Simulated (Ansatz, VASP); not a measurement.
AlN in VASP and in Ansatz

```
CELL_PARAMETERS angstrom
0.00000 2.02922 2.02922
2.02922 0.00000 2.02922
2.02922 2.02922 0.00000
ATOMIC_POSITIONS crystal
Al 0.00000 0.00000 0.00000
N 0.50000 0.50000 0.50000
```

Alike in both runs: task single point; functional r2SCAN; k mesh 10 × 10 × 10; no spin polarisation.

|  | VASP | Ansatz |
| --- | --- | --- |
| version | VASP 6.6.1 | Ansatz 0.2.0 |
| potentials or method | VASP PAW PBE potentials, release 64 (Al, N), cutoff 660 eV | scalar-relativistic, plane waves, PAW |
| occupations | gaussian, width 0.01 eV | fixed |
| valence electrons in the cell | 8 | 8 |

VASP gave:

```
gap on the k mesh at the Fermi level (eV) : 5.37
least direct gap on the mesh (eV)         : 6.35
pressure (GPa)                            : -4.8
```

Question: Which values does Ansatz return?

Answer: gap on the k mesh at the Fermi level (eV): 5.37; least direct gap on the mesh (eV): 6.30; pressure (GPa): -4.1.

VASP's potentials were made for PBE, not for r2SCAN.
